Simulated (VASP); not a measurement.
# MgB2 (db) (P6/mmm) in VASP: single point with PBE

Aim: the single point of MgB2 (db) with PBE.

All numbers are computed with VASP 6.6.1; they aren't measurements. Logs are shortened: lines on timing, memory, paths and dates and some standing lists are left out, and cuts for length are marked.

## Step 1: The cell of the first run

It takes space group P6/mmm (No. 191, hexagonal). Conventional cell: a = 3.085 Å, b = 3.085 Å, c = 3.523 Å, α = 90.00°, β = 90.00°, γ = 120.00°. Within 3.3 Å of Mg (site symmetry 6/mmm) lie 12 B at 2.51 Å and 6 Mg at 3.08 to 3.09 Å. B (site symmetry -6m2) has 3 B at 1.78 Å within 2.4 Å.

## Step 2: Single point, PBE

INCAR

```
PREC = Accurate
ENCUT = 520
EDIFF = 1E-6
ISMEAR = 0
SIGMA = 0.1
LREAL = False
LASPH = True
NELM = 100
ALGO = Normal
ISIF = 2
LWAVE = False
LCHARG = True
GGA = PE
LELF = True
LVHAR = True
NBANDS = 11
```

KPOINTS

```
regular mesh
0
Gamma
  15 15 12
```

POSCAR

```
MgB2
1.0
    3.0850000000      0.0000000000      0.0000000000
   -1.5425000000      2.6716883707      0.0000000000
    0.0000000000      0.0000000000      3.5230000000
Mg B
1 2
Direct
    0.0000000000      0.0000000000      0.0000000000
    0.3333333333      0.6666666667      0.5000000000
    0.6666666667      0.3333333333      0.5000000000
```

Potentials or basis: VASP PAW PBE potentials, release 64 (Mg, B).

On the command line:

```bash
$ cat potpaw_PBE.64/Mg/POTCAR potpaw_PBE.64/B/POTCAR > POTCAR
$ mpirun -np 1 vasp_std > vasp.out
```

OUTCAR:

```text
PREC = Accurate
   ENCUT = 520
   EDIFF = 1E-6
   ISMEAR = 0
   LREAL = False
   LASPH = True
   NELM = 100
   ISIF = 2
   GGA = PE

 ion  position               nearest neighbor table
   1  0.000  0.000  0.000-   2 2.51   3 2.51   2 2.51   3 2.51   3 2.51   3 2.51   2 2.51   2 2.51
                             3 2.51   3 2.51   2 2.51   2 2.51
   2  0.333  0.667  0.500-   3 1.78   3 1.78   3 1.78   1 2.51   1 2.51   1 2.51   1 2.51   1 2.51
                             1 2.51
   3  0.667  0.333  0.500-   2 1.78   2 1.78   2 1.78   1 2.51   1 2.51   1 2.51   1 2.51   1 2.51
                             1 2.51

  LATTYP: Found a hexagonal cell.
 ALAT       =     3.0850000000
 C/A-ratio  =     1.1419773096

  Lattice vectors:

 A1 = (   3.0850000000,   0.0000000000,   0.0000000000)
 A2 = (  -1.5425000000,   2.6716883707,   0.0000000000)
 A3 = (   0.0000000000,   0.0000000000,   3.5230000000)

Analysis of symmetry for initial positions (statically):
=====================================================================
 Subroutine PRICEL returns:
 Original cell was already a primitive cell.

 Routine SETGRP: Setting up the symmetry group for a
 hexagonal supercell.

 Subroutine GETGRP returns: Found 24 space group operations
 (whereof 24 operations were pure point group operations)
 out of a pool of 24 trial point group operations.

The static configuration has the point symmetry D_6h.

Analysis of symmetry for dynamics (positions and initial velocities):
=====================================================================
 Subroutine PRICEL returns:
 Original cell was already a primitive cell.

 Routine SETGRP: Setting up the symmetry group for a
 hexagonal supercell.

 Subroutine GETGRP returns: Found 24 space group operations
 (whereof 24 operations were pure point group operations)
 out of a pool of 24 trial point group operations.

The dynamic configuration has the point symmetry D_6h.

 Subroutine INISYM returns: Found 24 space group operations
 (whereof 24 operations are pure point group operations),
 and found     1 'primitive' translations

----------------------------------------------------------------------------------------

                                     Primitive cell

  volume of cell :      29.0371

  direct lattice vectors                    reciprocal lattice vectors
     3.085000000  0.000000000  0.000000000     0.324149109  0.187147575  0.000000000
    -1.542500000  2.671688371  0.000000000     0.000000000  0.374295150  0.000000000
     0.000000000  0.000000000  3.523000000     0.000000000  0.000000000  0.283848992

  length of vectors
     3.085000000  3.085000000  3.523000000     0.374295150  0.374295150  0.283848992

  position of ions in fractional coordinates (direct lattice)
     0.000000000  0.000000000  0.000000000
     0.333333333  0.666666667  0.500000000
     0.666666667  0.333333333  0.500000000

  ion indices of the primitive-cell ions
   primitive index   ion index
                 1           1
                 2           2
                 3           3

----------------------------------------------------------------------------------------

 KPOINTS: regular mesh

Automatic generation of k-mesh.
 Grid dimensions read from file:
 generate k-points for:   15   15   12

 Generating k-lattice:

  Cartesian coordinates                     Fractional coordinates (reciprocal lattice)
     0.021609941  0.012476505  0.000000000     0.066666667  0.000000000  0.000000000
     0.000000000  0.024953010  0.000000000     0.000000000  0.066666667  0.000000000
     0.000000000  0.000000000  0.023654083     0.000000000  0.000000000  0.083333333

  Length of vectors
     0.024953010  0.024953010  0.023654083

  Shift w.r.t. Gamma in fractional coordinates (k-lattice)
     0.000000000  0.000000000  0.000000000

 Subroutine IBZKPT returns following result:
 ===========================================

 Found    189 irreducible k-points:

 Following reciprocal coordinates:
            Coordinates               Weight
  0.000000  0.000000  0.000000      1.000000
  0.066667  0.000000  0.000000      6.000000
  0.133333 -0.000000  0.000000      6.000000
  0.200000 -0.000000  0.000000      6.000000
  0.266667 -0.000000  0.000000      6.000000
  0.333333  0.000000  0.000000      6.000000
[... 16 lines left out ...]
  0.333333  0.200000  0.000000     12.000000
  0.400000  0.200000  0.000000      6.000000
 [... further k-points ...]
   k-points           NKPTS =    189   k-points in BZ     NKDIM =    189   number of bands    NBANDS=     11
   number of dos      NEDOS =    301   number of ions     NIONS =      3
   total plane-waves  NPLWV =  16128
   dimension x,y,z NGX =    24 NGY =   24 NGZ =   28
   dimension x,y,z NGXF=    48 NGYF=   48 NGZF=   56
   ions per type =               1   2
   NGX,Y,Z   is equivalent  to a cutoff of  12.93, 12.93, 13.21 a.u.
   NGXF,Y,Z  is equivalent  to a cutoff of  25.87, 25.87, 26.43 a.u.
 SYSTEM =  unknown system
   PREC   = accura    normal or accurate (medium, high low for compatibility)
   ISTART =      0    job   : 0-new  1-cont  2-samecut
   ICHARG =      2    charge: 1-file 2-atom 10-const
   ISPIN  =      1    spin polarized calculation?
   LNONCOLLINEAR =      F non collinear calculations
   LSORBIT =      F    spin-orbit coupling
   LASPH  =      T    aspherical Exc in radial PAW
   ENCUT  =  520.0 eV  38.22 Ry    6.18 a.u.   5.74  5.74  6.55*2*pi/ulx,y,z
   NELM   =    100;   NELMIN=  2; NELMDL= -5     # of ELM steps
   EDIFF  = 0.1E-05   stopping-criterion for ELM
   LREAL  =      F    real-space projection
   EDIFFG = 0.1E-04   stopping-criterion for IOM
   NSW    =      0    number of steps for IOM
   IBRION =     -1    ionic relax: 0-MD 1-quasi-New 2-CG
   NFREE  =      0    steps in history (QN), initial steepest desc. (CG)
   ISIF   =      2    stress and relaxation
   ISYM   =      2    0-nonsym 1-usesym 2-fastsym
   POTIM  = 0.5000    time-step for ionic-motion
   TEBEG  =    0.0;   TEEND  =   0.0 temperature during run
   PSTRESS=    0.0 pullay stress
   NELECT =       8.0000    total number of electrons
   NUPDOWN=      -1.0000    fix difference up-down
   EMIN   =  10.00;   EMAX   =-10.00  energy-range for DOS
   EFERMI =   0.00;   METHOD = LEGACY
   ISMEAR =     0;   SIGMA  =   0.10  broadening in eV -4-tet -1-fermi 0-gaus
   EFERMI_NEDOS =   21; number of points for ismear=-14 and -15
   IALGO  =     38    algorithm
   IMIX   =      4    mixing-type and parameters
     AMIX     =   0.40;   BMIX     =  1.00
     AMIX_MAG =   1.60;   BMIX_MAG =  1.00
  volume/ion in A,a.u.               =       9.68        65.32
  Fermi-wavevector in a.u.,A,eV,Ry     =   1.065255  2.013040 15.439462  1.134768
  Thomas-Fermi vector in A             =   2.200801
   LORBIT       =      0    0 simple, 1 ext, 2 COOP (PROOUT), +10 PAW based schemes
   GGA     = PE    functional components
   LHFCALC =     F    Hartree Fock is set to
   AEXX    =    0.0000 exact exchange contribution
   IVDW    =     0    specifies the selected vdW correction
   LEPSILON=     F    determine dielectric tensor
   LRPA    =     F    only Hartree local field effects (RPA)
 non-spin polarized calculation
 Gauss-broadening in eV      SIGMA  =   0.10
  energy-cutoff  :      520.00
  volume of cell :       29.04
 maximum number of plane-waves:       806
 NGX is ok and might be reduce to    24
   NGX = 11   NGY = 11   NGZ = 13

 number of electron       8.0000000 magnetization

 Free energy of the ion-electron system (eV)
  ---------------------------------------------------
  ext. energy  EPLUGINS =         0.00000000
  ---------------------------------------------------
  free energy    TOTEN  =       -15.32382865 eV

  energy without entropy =      -15.31959053  energy(sigma->0) =      -15.32170959

 E-fermi :   5.2523     XC(G=0): -10.9110

 val. band max:        5.2432242814   @ k =   0.3333   0.2000   0.0833
 cond. band min:       5.2946374059   @ k =   0.3333   0.2000   0.3333
 fundamental gap:      0.0514131245
 Fermi energy:         5.2523192017

 k-point     1 :       0.0000    0.0000    0.0000
  band No.  band energies     occupation
      1      -7.1529      2.00000
      2       2.3285      2.00000
      3       5.6199      0.00000
      4       5.6199      0.00000
      5       6.9183      0.00000
      6      11.5593      0.00000
      7      11.5593      0.00000
      8      13.3356      0.00000
      9      15.1915      0.00000
     10      17.9133      0.00000
     11      21.4064      0.00000

 k-point     2 :       0.0667    0.0000    0.0000
  band No.  band energies     occupation
      1      -7.0757      2.00000
      2       2.4038      2.00000
      3       5.2172      1.38067
      4       5.4322      0.01095
      5       6.9868      0.00000
      6      11.5112      0.00000
      7      11.9029      0.00000
      8      13.5085      0.00000
      9      14.9148      0.00000
     10      18.3070      0.00000
     11      21.0375      0.00000

 k-point     3 :       0.1333   -0.0000    0.0000
  band No.  band energies     occupation
      1      -6.8449      2.00000
      2       2.6287      2.00000
      3       4.2067      2.00000
      4       4.9788      1.99989
      5       7.1994      0.00000
      6      11.2625      0.00000
      7      12.8199      0.00000
      8      13.9994      0.00000
      9      14.1461      0.00000
     10      19.3447      0.00000
     11      20.1992      0.00000
[... 267 lines left out ...]
 k-point    23 :       0.3333    0.2000    0.0000
  band No.  band energies     occupation
      1      -3.5229      2.00000
      2      -1.3238      2.00000
      3       0.9414      2.00000
      4       5.6585      0.00000
      5       8.4667      0.00000
      6      10.3354      0.00000
      7      11.6768      0.00000
      8      13.3834      0.00000
      9      14.9576      0.00000
     10      17.0542      0.00000
     11      17.9844      0.00000

 k-point    24 :       0.4000    0.2000    0.0000
  band No.  band energies     occupation
      1      -2.8163      2.00000
      2      -2.1258      2.00000
      3       0.8474      2.00000
      4       6.0503      0.00000
      5       7.9931      0.00000
      6      10.9046      0.00000
      7      11.2080      0.00000
      8      13.3054      0.00000
      9      14.8081      0.00000
     10      17.0745      0.00000
     11      18.9306      0.00000

 [... further k-points ...]
[... 5 lines left out ...]
  --------------------------------------------------------------------------------------
  -------------------------------------------------------------------------------------
  Total       -0.3472687     -0.3472687     -0.0201680      0.0000000     -0.0000000     -0.0000000
  in kB      -19.1611959    -19.1611959     -1.1128053      0.0000000     -0.0000000     -0.0000000
  external PRESSURE =     -13.1450657 kB  Pullay stress =       0.0000000 kB

 VOLUME and BASIS-vectors are now :
 -----------------------------------------------------------------------------
  energy-cutoff  :      520.00
  volume of cell :       29.04
      direct lattice vectors                 reciprocal lattice vectors
     3.085000000  0.000000000  0.000000000     0.324149109  0.187147575  0.000000000
    -1.542500000  2.671688371  0.000000000     0.000000000  0.374295150  0.000000000
     0.000000000  0.000000000  3.523000000     0.000000000  0.000000000  0.283848992

 POSITION                                       TOTAL-FORCE (eV/Angst)
 -----------------------------------------------------------------------------------
      0.00000      0.00000      0.00000        -0.000000      0.000000      0.000000
     -0.00000      1.78113      1.76150        -0.000000      0.000000      0.000000
      1.54250      0.89056      1.76150         0.000000      0.000000      0.000000
 -----------------------------------------------------------------------------------
    total drift:                                0.000000     -0.000000      0.000000

  FREE ENERGIE OF THE ION-ELECTRON SYSTEM (eV)
  ---------------------------------------------------
  free  energy   TOTEN  =       -15.3238286518 eV

  energy  without entropy=      -15.3195905335  energy(sigma->0) =      -15.32170959
```

Run time: 48 s. Hardware: 1 thread of Intel Xeon Platinum 8488C (Sapphire Rapids), shared host; peak memory 0.19 GiB.

Results:

```yaml
Free_energy: -15.3238 eV
Pressure: -1.3 GPa
Band_gap_on_the_k_mesh: zero (band 4 reaches 7.06 eV, above the bottom of band 5 at 3.26 eV)
```

Stress tensor (GPa, compression positive):
```
-1.92  0.00  0.00
 0.00 -1.92  0.00
 0.00  0.00 -0.11
```
